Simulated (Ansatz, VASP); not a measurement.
# Two plane-wave programs on Ni

```
CELL_PARAMETERS angstrom
-1.43699 1.43699 1.43699
1.43699 -1.43699 1.43699
1.43699 1.43699 -1.43699
ATOMIC_POSITIONS crystal
Ni 0.00000 0.00000 0.00000
```

Alike in both runs: task single point; functional PBE; k mesh 18 × 18 × 18; occupations gaussian, width 0.05 eV; collinear spin.

```csv
,VASP,Ansatz
version,VASP 6.6.1,Ansatz 0.2.0
potentials or method,"VASP PAW PBE potentials, release 64 (Ni), cutoff 520 eV","scalar-relativistic, plane waves, PAW"
valence electrons in the cell,10,18
```

```csv
,VASP,Ansatz,Ansatz less VASP
gap on the k mesh at the Fermi level (eV),none,none,-
pressure (GPa),-12.3,-12.4,-0.10
net moment per atom (μB),0.58,0.59,+0.007
size of the moment on the site where the two differ most (μB),0.60,0.63,+0.028
```

Site moments also hang on the region over which each program counts them. A gap of «none» marks a metal or a gap that the smearing closes. VASP's potentials hold 10 valence electrons a cell and Ansatz's 18, so a difference there can come from the potentials and not from the codes.
